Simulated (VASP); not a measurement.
# NaB12 (Fm-3m) in VASP: a series of runs

NaB12 is run at these levels: PBE; tasks: relaxation of cell and atoms, single point.

Everything below comes from runs of VASP 6.6.1. Logs are shortened: lines on timing, memory, paths and dates and some standing lists are left out, and cuts for length are marked.

**1. The cell of the first run**

The structure is cubic, space group Fm-3m (No. 225). The conventional cell has a = 7.361 Å, b = 7.361 Å, c = 7.361 Å, α = 90.00°, β = 90.00°, γ = 90.00°. Within 3.6 Å of Na (site symmetry m-3m) lie 24 B at 2.74 Å. B (site symmetry mm2) has 5 B at 1.69 to 1.76 Å within 2.2 Å.

The cell was generated, and may not be a known phase.

**2. Relaxation of cell and atoms, PBE**

Contents of INCAR:

```
PREC = Accurate
ENCUT = 600
EDIFF = 1E-6
ISMEAR = 0
SIGMA = 0.1
LREAL = F
LASPH = T
NELM = 80
ALGO = Normal
ISIF = 3
LWAVE = F
LCHARG = F
GGA = PE
IBRION = 2
NSW = 90
EDIFFG = -0.04
```

Contents of KPOINTS:

```
Automatic mesh
0
Gamma
  4 4 4
```

Contents of POSCAR:

```
NaB12
1.0
    0.0000000000      3.6805478500      3.6805478500
    3.6805478500      0.0000000000      3.6805478500
    3.6805478500      3.6805478500      0.0000000000
Na B
1 12
Direct
    0.0000000000      0.0000000000      0.0000000000
    0.8375666800      0.1624333200      0.5000000000
    0.1624333200      0.8375666800      0.5000000000
    0.5000000000      0.8375666800      0.1624333200
    0.1624333200      0.5000000000      0.5000000000
    0.5000000000      0.5000000000      0.8375666800
    0.5000000000      0.5000000000      0.1624333200
    0.5000000000      0.8375666800      0.5000000000
    0.1624333200      0.5000000000      0.8375666800
    0.8375666800      0.5000000000      0.5000000000
    0.5000000000      0.1624333200      0.5000000000
    0.8375666800      0.5000000000      0.1624333200
    0.5000000000      0.1624333200      0.8375666800
```

Potentials or basis: VASP PAW PBE potentials, release 64 (Na_pv, B).

On the command line:

```bash
$ cat potpaw_PBE.64/Na_pv/POTCAR potpaw_PBE.64/B/POTCAR > POTCAR
$ mpirun -np 1 vasp_std > vasp.out
```

OUTCAR:

```text
PREC = Accurate
   ENCUT = 600
   EDIFF = 1E-6
   ISMEAR = 0
   LREAL = F
   LASPH = T
   NELM = 80
   ISIF = 3
   GGA = PE
   IBRION = 2
   NSW = 90
   EDIFFG = -0.04

 ion  position               nearest neighbor table
   1  0.000  0.000  0.000-
   2  0.838  0.162  0.500-   3 1.69  10 1.76  11 1.76  12 1.76  13 1.76
   3  0.162  0.838  0.500-   2 1.69   4 1.76   5 1.76   8 1.76   9 1.76
   4  0.500  0.838  0.162-  13 1.69   7 1.76   8 1.76  12 1.76   3 1.76
   5  0.162  0.500  0.500-  10 1.69   7 1.76   9 1.76   3 1.76  11 1.76
   6  0.500  0.500  0.838-   7 1.69   8 1.76   9 1.76  10 1.76  13 1.76
   7  0.500  0.500  0.162-   6 1.69   5 1.76   4 1.76  11 1.76  12 1.76
   8  0.500  0.838  0.500-  11 1.69   4 1.76   6 1.76  10 1.76   3 1.76
   9  0.162  0.500  0.838-  12 1.69   5 1.76   6 1.76   3 1.76  13 1.76
  10  0.838  0.500  0.500-   5 1.69   2 1.76   6 1.76   8 1.76  12 1.76
  11  0.500  0.162  0.500-   8 1.69   5 1.76   7 1.76   2 1.76  13 1.76
  12  0.838  0.500  0.162-   9 1.69   4 1.76   7 1.76   2 1.76  10 1.76
  13  0.500  0.162  0.838-   4 1.69   2 1.76   6 1.76   9 1.76  11 1.76

  LATTYP: Found a face centered cubic cell.
 ALAT       =     7.3610957000

  Lattice vectors:

 A1 = (   0.0000000000,   3.6805478500,   3.6805478500)
 A2 = (   3.6805478500,   0.0000000000,   3.6805478500)
 A3 = (   3.6805478500,   3.6805478500,   0.0000000000)

Analysis of symmetry for initial positions (statically):
=====================================================================
 Subroutine PRICEL returns:
 Original cell was already a primitive cell.

 Routine SETGRP: Setting up the symmetry group for a
 face centered cubic supercell.

 Subroutine GETGRP returns: Found 48 space group operations
 (whereof 48 operations were pure point group operations)
 out of a pool of 48 trial point group operations.

The static configuration has the point symmetry O_h .

Analysis of symmetry for dynamics (positions and initial velocities):
=====================================================================
 Subroutine PRICEL returns:
 Original cell was already a primitive cell.

 Routine SETGRP: Setting up the symmetry group for a
 face centered cubic supercell.

 Subroutine GETGRP returns: Found 48 space group operations
 (whereof 48 operations were pure point group operations)
 out of a pool of 48 trial point group operations.

The dynamic configuration has the point symmetry O_h .

 Subroutine INISYM returns: Found 48 space group operations
 (whereof 48 operations are pure point group operations),
 and found     1 'primitive' translations

----------------------------------------------------------------------------------------

                                     Primitive cell

  volume of cell :      99.7166

  direct lattice vectors                    reciprocal lattice vectors
     0.000000000  3.680547850  3.680547850    -0.135849341  0.135849341  0.135849341
     3.680547850  0.000000000  3.680547850     0.135849341 -0.135849341  0.135849341
     3.680547850  3.680547850  0.000000000     0.135849341  0.135849341 -0.135849341

  length of vectors
     5.205080686  5.205080686  5.205080686     0.235297961  0.235297961  0.235297961

  position of ions in fractional coordinates (direct lattice)
     0.000000000  0.000000000  0.000000000
     0.837566680  0.162433320  0.500000000
     0.162433320  0.837566680  0.500000000
     0.500000000  0.837566680  0.162433320
     0.162433320  0.500000000  0.500000000
     0.500000000  0.500000000  0.837566680
     0.500000000  0.500000000  0.162433320
     0.500000000  0.837566680  0.500000000
     0.162433320  0.500000000  0.837566680
     0.837566680  0.500000000  0.500000000
     0.500000000  0.162433320  0.500000000
     0.837566680  0.500000000  0.162433320
     0.500000000  0.162433320  0.837566680

  ion indices of the primitive-cell ions
   primitive index   ion index
                 1           1
                 2           2
                 3           3
                 4           4
                 5           5
                 6           6
                 7           7
                 8           8
                 9           9
                10          10
                11          11
                12          12
                13          13

----------------------------------------------------------------------------------------

 KPOINTS: Automatic mesh

Automatic generation of k-mesh.
 Grid dimensions read from file:
 generate k-points for:    4    4    4

 Generating k-lattice:

  Cartesian coordinates                     Fractional coordinates (reciprocal lattice)
    -0.033962335  0.033962335  0.033962335     0.250000000  0.000000000  0.000000000
     0.033962335 -0.033962335  0.033962335     0.000000000  0.250000000  0.000000000
     0.033962335  0.033962335 -0.033962335     0.000000000  0.000000000  0.250000000

  Length of vectors
     0.058824490  0.058824490  0.058824490

[... 10 lines left out ...]
  0.000000  0.000000  0.000000      1.000000
  0.250000  0.000000  0.000000      8.000000
  0.500000  0.000000  0.000000      4.000000
  0.250000  0.250000  0.000000      6.000000
  0.500000  0.250000  0.000000     24.000000
 -0.250000  0.250000  0.000000     12.000000
  0.500000  0.500000  0.000000      3.000000
 -0.250000  0.500000  0.250000      6.000000
   k-points           NKPTS =      8   k-points in BZ     NKDIM =      8   number of bands    NBANDS=     28
   number of dos      NEDOS =    301   number of ions     NIONS =     13
   total plane-waves  NPLWV =  74088
   dimension x,y,z NGX =    42 NGY =   42 NGZ =   42
   dimension x,y,z NGXF=    84 NGYF=   84 NGZF=   84
   ions per type =               1  12
   NGX,Y,Z   is equivalent  to a cutoff of  13.41, 13.41, 13.41 a.u.
   NGXF,Y,Z  is equivalent  to a cutoff of  26.83, 26.83, 26.83 a.u.
 SYSTEM =  unknown system
   PREC   = accura    normal or accurate (medium, high low for compatibility)
   ISTART =      0    job   : 0-new  1-cont  2-samecut
   ICHARG =      2    charge: 1-file 2-atom 10-const
   ISPIN  =      1    spin polarized calculation?
   LNONCOLLINEAR =      F non collinear calculations
   LSORBIT =      F    spin-orbit coupling
   LASPH  =      T    aspherical Exc in radial PAW
   ENCUT  =  600.0 eV  44.10 Ry    6.64 a.u.  10.40 10.40 10.40*2*pi/ulx,y,z
   NELM   =     80;   NELMIN=  2; NELMDL= -5     # of ELM steps
   EDIFF  = 0.1E-05   stopping-criterion for ELM
   LREAL  =      F    real-space projection
   EDIFFG = -.4E-01   stopping-criterion for IOM
   NSW    =     90    number of steps for IOM
   IBRION =      2    ionic relax: 0-MD 1-quasi-New 2-CG
   NFREE  =      1    steps in history (QN), initial steepest desc. (CG)
   ISIF   =      3    stress and relaxation
   ISYM   =      2    0-nonsym 1-usesym 2-fastsym
   POTIM  = 0.5000    time-step for ionic-motion
   TEBEG  =    0.0;   TEEND  =   0.0 temperature during run
   PSTRESS=    0.0 pullay stress
   NELECT =      43.0000    total number of electrons
   NUPDOWN=      -1.0000    fix difference up-down
   EMIN   =  10.00;   EMAX   =-10.00  energy-range for DOS
   EFERMI =   0.00;   METHOD = LEGACY
   ISMEAR =     0;   SIGMA  =   0.10  broadening in eV -4-tet -1-fermi 0-gaus
   EFERMI_NEDOS =   21; number of points for ismear=-14 and -15
   IALGO  =     38    algorithm
   IMIX   =      4    mixing-type and parameters
     AMIX     =   0.40;   BMIX     =  1.00
     AMIX_MAG =   1.60;   BMIX_MAG =  1.00
  volume/ion in A,a.u.               =       7.67        51.76
  Fermi-wavevector in a.u.,A,eV,Ry     =   1.236826  2.337262 20.813348  1.529738
  Thomas-Fermi vector in A             =   2.371418
   LORBIT       =      0    0 simple, 1 ext, 2 COOP (PROOUT), +10 PAW based schemes
   GGA     = PE    functional components
   LHFCALC =     F    Hartree Fock is set to
   AEXX    =    0.0000 exact exchange contribution
   IVDW    =     0    specifies the selected vdW correction
   LEPSILON=     F    determine dielectric tensor
   LRPA    =     F    only Hartree local field effects (RPA)
 conjugate gradient relaxation of ions
 non-spin polarized calculation
 Gauss-broadening in eV      SIGMA  =   0.10
  energy-cutoff  :      600.00
  volume of cell :       99.72
 maximum number of plane-waves:      3383
 NGX is ok and might be reduce to    42
   NGX = 21   NGY = 21   NGZ = 21

--------------------------------------- Ionic step        1  -------------------------------------------

 number of electron      43.0000008 magnetization

 Free energy of the ion-electron system (eV)
  ---------------------------------------------------
  ext. energy  EPLUGINS =         0.00000000
  ---------------------------------------------------
  free energy    TOTEN  =       -80.34938942 eV

  energy without entropy =      -80.33810230  energy(sigma->0) =      -80.34374586

------------------------ aborting loop because EDIFF is reached ----------------------------------------

  FORCE on cell =-STRESS in cart. coord.  units (eV):
  Direction    XX          YY          ZZ          XY          YZ          ZX
  --------------------------------------------------------------------------------------
  -------------------------------------------------------------------------------------
  Total        5.9553922      5.9553922      5.9553922      0.0000000     -0.0000000      0.0000000
  in kB       95.6871349     95.6871349     95.6871349      0.0000000     -0.0000000      0.0000000
  external PRESSURE =      95.6871349 kB  Pullay stress =       0.0000000 kB
[... 79 lines left out ...]
  energy  without entropy=      -80.4660086521  energy(sigma->0) =      -80.47195018

--------------------------------------- Ionic step        3  -------------------------------------------

 number of electron      42.9999999 magnetization

 Free energy of the ion-electron system (eV)
  ---------------------------------------------------
  ext. energy  EPLUGINS =         0.00000000
  ---------------------------------------------------
  free energy    TOTEN  =       -80.50088858 eV

  energy without entropy =      -80.48918680  energy(sigma->0) =      -80.49503769

 E-fermi :   4.0339     XC(G=0): -11.2229

 val. band max:        4.0104707643   @ k =   0.2500   0.2500   0.0000
 cond. band min:       4.1118960725   @ k =   0.0000   0.0000   0.0000
 fundamental gap:      0.1014253082
 Fermi energy:         4.0338514208

 k-point     1 :       0.0000    0.0000    0.0000
  band No.  band energies     occupation
      1     -18.0386      2.00000
      2     -18.0386      2.00000
      3     -18.0386      2.00000
      4      -9.6936      2.00000
      5      -4.6591      2.00000
      6      -4.6591      2.00000
[... 277 lines left out ...]
  FREE ENERGIE OF THE ION-ELECTRON SYSTEM (eV)
  ---------------------------------------------------
  free  energy   TOTEN  =       -80.5008885818 eV

  energy  without entropy=      -80.4891867972  energy(sigma->0) =      -80.49503769

 reached required accuracy - stopping structural energy minimisation
```

Wall time 43 s (1 thread of Intel Xeon 6975P-C (Granite Rapids), shared host); peak memory 0.26 GiB.

Results:

```yaml
Free_energy: -80.5009 eV
Relaxed_volume: 8.04 Å³/atom
Relaxed_cell: a = 5.287 Å, b = 5.287 Å, c = 5.287 Å, α = 60.00°, β = 60.00°, γ = 60.00°
Space_group_after_relaxing_to_0.1_Å: Fm-3m (No. 225)
Energy_gained_by_relaxing: 11.7 meV/atom
Ionic_steps: 3
Pressure_after_relaxing: 0.1 GPa
Largest_force_after_relaxing: 0.028 eV/Å
Band_gap_on_the_k_mesh: zero (an odd number of electrons rules out a gap without spin polarisation)
```

Forces on the atoms (eV/Å):
```
Na   0.000  0.000  0.000
B   -0.020  0.020  0.000
B    0.020 -0.020  0.000
B    0.000 -0.020  0.020
B    0.000 -0.020 -0.020
B    0.020  0.020  0.000
B   -0.020 -0.020  0.000
B    0.020  0.000  0.020
B    0.020  0.000 -0.020
B    0.000  0.020  0.020
B   -0.020  0.000 -0.020
B   -0.020  0.000  0.020
B    0.000  0.020 -0.020
```

The path:
```csv
step,energy change (eV),largest force (eV/Å),pressure (GPa),volume (Å³)
1,0.0000,0.2681,9.57,99.72
2,-0.1285,0.1179,-3.24,106.48
3,-0.1515,0.0283,0.12,104.49
```

Final structure:
```cif
data_structure
_symmetry_space_group_name_H-M 'P 1'
_symmetry_Int_Tables_number 1
_cell_length_a 5.2869
_cell_length_b 5.2869
_cell_length_c 5.2869
_cell_angle_alpha 60.000
_cell_angle_beta 60.000
_cell_angle_gamma 60.000
_cell_volume 104.49
loop_
_atom_site_label
_atom_site_type_symbol
_atom_site_fract_x
_atom_site_fract_y
_atom_site_fract_z
_atom_site_occupancy
Na1 Na 0.00000 0.00000 0.00000 1
B1 B 0.83578 0.16422 0.50000 1
B2 B 0.16422 0.83578 0.50000 1
B3 B 0.50000 0.83578 0.16422 1
B4 B 0.16422 0.50000 0.50000 1
B5 B 0.50000 0.50000 0.83578 1
B6 B 0.50000 0.50000 0.16422 1
B7 B 0.50000 0.83578 0.50000 1
B8 B 0.16422 0.50000 0.83578 1
B9 B 0.83578 0.50000 0.50000 1
B10 B 0.50000 0.16422 0.50000 1
B11 B 0.83578 0.50000 0.16422 1
B12 B 0.50000 0.16422 0.83578 1
```

Caveat: the k points lie up to 0.36 Å⁻¹ apart in the final cell, too coarse for converged energies and pressures of a metal; an odd number of electrons without spin polarisation forces a metal; a magnetic or distorted state may lie lower.

**3. Single point, PBE**

This run uses another cell than the first one, of 8.05 Å³/atom.

Contents of INCAR:

```
SYSTEM = NaB12
ALGO = Normal
EDIFF = 1E-6
ENCUT = 520
GGA = PE
ISIF = 2
ISMEAR = 0
LASPH = .True.
LCHARG = .False.
LREAL = .False.
LWAVE = .False.
NBANDS = 34
NELM = 60
PREC = Accurate
SIGMA = 0.1
```

Contents of KPOINTS:

```
k-points
0
Gamma
  10 10 10
  0 0 0
```

Contents of POSCAR:

```
NaB12
1.0
    0.0000000000      3.7395641662      3.7395641662
    3.7395641662      0.0000000000      3.7395641662
    3.7395641662      3.7395641662      0.0000000000
Na B
1 12
Direct
    0.0000000000      0.0000000000      0.0000000000
    0.8363377782      0.1636622218      0.5000000000
    0.1636622218      0.8363377782      0.5000000000
    0.5000000000      0.8363377782      0.1636622218
    0.1636622218      0.5000000000      0.5000000000
    0.5000000000      0.5000000000      0.8363377782
    0.5000000000      0.5000000000      0.1636622218
    0.5000000000      0.8363377782      0.5000000000
    0.1636622218      0.5000000000      0.8363377782
    0.8363377782      0.5000000000      0.5000000000
    0.5000000000      0.1636622218      0.5000000000
    0.8363377782      0.5000000000      0.1636622218
    0.5000000000      0.1636622218      0.8363377782
```

Potentials or basis: VASP PAW PBE potentials, release 64 (Na_pv, B).

On the command line:

```bash
$ cat potpaw_PBE.64/Na_pv/POTCAR potpaw_PBE.64/B/POTCAR > POTCAR
$ mpirun -np 1 vasp_std > vasp.out
```

It took 68 s on 1 thread of Intel Xeon 6975P-C (Granite Rapids), shared host; peak memory 0.3 GiB.

Results (log left out):

* Free energy: -80.4151 eV
* Pressure: 0.1 GPa
* Band gap on the k mesh: zero (an odd number of electrons rules out a gap without spin polarisation)

Levels at points of the mesh, in eV from the Fermi level:
| k point | band 19 | band 20 | band 21 | band 22 | band 23 | band 24 | band 25 | band 26 |
| --- | --- | --- | --- | --- | --- | --- | --- | --- |
| (0.00, 0.00, 0.00) | 0.04 | 0.04 | 0.58 | 0.58 | 4.59 | 4.59 | 4.59 | 6.26 |
| (0.50, 0.00, 0.00) | -0.25 | -0.25 | 0.14 | 0.14 | 3.16 | 3.16 | 4.42 | 5.55 |
| (0.50, 0.50, 0.00) | -0.67 | -0.67 | -0.38 | -0.15 | 1.41 | 1.41 | 5.45 | 6.22 |

Caveat: an odd number of electrons without spin polarisation forces a metal; a magnetic or distorted state may lie lower.

**4. Relaxation of cell and atoms, PBE**

This run uses another cell than the first one, of 8.03 Å³/atom.

Contents of INCAR:

```
PREC = Accurate
ENCUT = 600
EDIFF = 1E-6
ISMEAR = 0
SIGMA = 0.1
LREAL = False
LASPH = True
NELM = 80
ALGO = Normal
ISIF = 3
LWAVE = False
LCHARG = False
GGA = PE
IBRION = 2
NSW = 100
EDIFFG = -0.01
```

Contents of KPOINTS:

```
Automatic mesh
0
Gamma
  10 10 10
```

Contents of POSCAR:

```
NaB12
1.0
    0.0000000000      3.7364442769      3.7364442769
    3.7364442769      0.0000000000      3.7364442769
    3.7364442769      3.7364442769      0.0000000000
Na B
1 12
Direct
    0.0000000000      0.0000000000      0.0000000000
    0.8359042413      0.1640957587      0.5000000000
    0.1640957587      0.8359042413      0.5000000000
    0.5000000000      0.8359042413      0.1640957587
    0.1640957587      0.5000000000      0.5000000000
    0.5000000000      0.5000000000      0.8359042413
    0.5000000000      0.5000000000      0.1640957587
    0.5000000000      0.8359042413      0.5000000000
    0.1640957587      0.5000000000      0.8359042413
    0.8359042413      0.5000000000      0.5000000000
    0.5000000000      0.1640957587      0.5000000000
    0.8359042413      0.5000000000      0.1640957587
    0.5000000000      0.1640957587      0.8359042413
```

On the command line:

```bash
$ cat potpaw_PBE.64/Na_pv/POTCAR potpaw_PBE.64/B/POTCAR > POTCAR
$ mpirun -np 1 vasp_std > vasp.out
```

Run time: 2.7 min. Hardware: 1 thread of Intel Xeon 6975P-C (Granite Rapids), shared host; peak memory 0.33 GiB.

The run converged. Its results:

| Property | Result |
| --- | --- |
| Free energy | -80.4251 eV |
| Relaxed volume | 8.05 Å³/atom |
| Relaxed cell | a = 5.289 Å, b = 5.289 Å, c = 5.289 Å, α = 60.00°, β = 60.00°, γ = 60.00° |
| Space group after relaxing (to 0.1 Å) | Fm-3m (No. 225) |
| Energy gained by relaxing | 0.1 meV/atom |
| Ionic steps | 3 |
| Pressure after relaxing | 0.0 GPa |
| Band gap on the k mesh | zero (an odd number of electrons rules out a gap without spin polarisation) |

The path:
```tsv
step	energy change (eV)	largest force (eV/Å)	pressure (GPa)	volume (Å³)
1	0.0000	0.0858	0.60	104.33
2	-0.0009	0.0634	-0.36	104.78
3	-0.0017	0.0012	0.04	104.59
```

Final structure:
```yaml
crystal:
  lattice:
    - [0.00000, 3.73960, 3.73960]
    - [3.73960, 0.00000, 3.73960]
    - [3.73960, 3.73960, 0.00000]
  atoms:
    - { symbol: Na, position: [0.00000, 0.00000, 0.00000] }
    - { symbol: B, position: [0.83636, 0.16364, 0.50000] }
    - { symbol: B, position: [0.16364, 0.83636, 0.50000] }
    - { symbol: B, position: [0.50000, 0.83636, 0.16364] }
    - { symbol: B, position: [0.16364, 0.50000, 0.50000] }
    - { symbol: B, position: [0.50000, 0.50000, 0.83636] }
    - { symbol: B, position: [0.50000, 0.50000, 0.16364] }
    - { symbol: B, position: [0.50000, 0.83636, 0.50000] }
    - { symbol: B, position: [0.16364, 0.50000, 0.83636] }
    - { symbol: B, position: [0.83636, 0.50000, 0.50000] }
    - { symbol: B, position: [0.50000, 0.16364, 0.50000] }
    - { symbol: B, position: [0.83636, 0.50000, 0.16364] }
    - { symbol: B, position: [0.50000, 0.16364, 0.83636] }
```

Levels at points of the mesh, in eV from the Fermi level:
```
           k point  band 19  band 20  band 21  band 22  band 23  band 24  band 25  band 26
(0.00, 0.00, 0.00)     0.04     0.04     0.58     0.58     4.59     4.59     4.59     6.27
(0.50, 0.00, 0.00)    -0.25    -0.25     0.13     0.13     3.16     3.16     4.42     5.55
(0.50, 0.50, 0.00)    -0.66    -0.66    -0.38    -0.15     1.41     1.41     5.45     6.22
```

Caveat: an odd number of electrons without spin polarisation forces a metal; a magnetic or distorted state may lie lower.

**5. The runs side by side**

| task | cell | k mesh | cutoff (eV) | gap on the mesh (eV) | pressure (GPa) | relaxed volume (Å³/atom) |
| --- | --- | --- | --- | --- | --- | --- |
| relaxation of cell and atoms | relaxed from a = 5.205 Å, angles 60.0°, 13 atoms, atomic positions A | 4 × 4 × 4 | 600 | none | 0.1 | 8.04 |
| single point | a = 5.289 Å, angles 60.0°, 13 atoms, atomic positions B | 10 × 10 × 10 | 520 | none | 0.1 | - |
| relaxation of cell and atoms | relaxed from a = 5.284 Å, angles 60.0°, 13 atoms, atomic positions C | 10 × 10 × 10 | 600 | none | 0.0 | 8.05 |

Alike in all rows: level PBE; potentials or basis VASP PAW PBE potentials, release 64 (Na_pv, B); no spin polarisation; smearing gaussian 0.1 eV.

Caveats: some runs use coarse meshes; an odd number of electrons without spin polarisation forces a metal; a magnetic or distorted state may lie lower.

Absolute energies hang on the potentials; compare differences alone.

The gap in the log of VASP goes by the Fermi energy; the results here count the filled bands.